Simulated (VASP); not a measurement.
**GaN: single point with LDA**

The system is GaN.

```
Ga N
1.0
     3.12609    0.00000    0.00000
    -1.56305    2.70727    0.00000
     0.00000    0.00000    5.07842
Ga N
2 2
Direct
  0.33333 0.66667 0.00000
  0.66667 0.33333 0.50000
  0.33333 0.66667 0.37500
  0.66667 0.33333 0.87500
```

```yaml
Program: VASP 6.6.1
Task: single point
Functional: LDA
Potentials_or_basis: VASP PAW LDA potentials, release 64 (Ga_d, N)
Cutoff: 520 eV
k_mesh: 12 × 12 × 4
Occupations: methfessel-paxton, width 0.1 eV
Spin: no spin polarisation
```

| Quantity | Value |
| --- | --- |
| Pressure | 7.3 GPa |
| Largest force | 0.141 eV/Å |
| Band gap on the k mesh | 2.34 eV, direct |

Forces in eV/Å, atoms in the order of the input:
```
Ga   0.000  0.000 -0.141
Ga   0.000  0.000 -0.141
N    0.000  0.000  0.141
N    0.000  0.000  0.141
```

Stress tensor (GPa, compression positive):
```
6.44 0.00 0.00
0.00 6.44 0.00
0.00 0.00 9.14
```

Levels at points of the mesh, in eV from the valence-band top:
| k point | band 15 | band 16 | band 17 | band 18 | band 19 | band 20 | band 21 | band 22 |
| --- | --- | --- | --- | --- | --- | --- | --- | --- |
| (0.00, 0.00, 0.00) | -1.14 | -0.07 | 0.00 | 0.00 | 2.34 | 4.54 | 9.40 | 10.03 |
| (0.50, 0.00, 0.00) | -4.57 | -3.00 | -2.46 | -1.07 | 5.06 | 5.79 | 6.12 | 8.96 |
| (0.00, 0.00, 0.50) | -0.59 | -0.59 | -0.59 | -0.59 | 4.57 | 4.57 | 8.65 | 8.65 |
| (0.50, 0.00, 0.50) | -2.12 | -2.12 | -2.06 | -2.06 | 4.47 | 4.47 | 8.01 | 8.01 |

Wall time 45 s on 1 thread of Intel Xeon 6975P-C (shared host), peak memory 0.17 GiB.

LDA gaps usually lie below the measured ones, often by a third to a half.
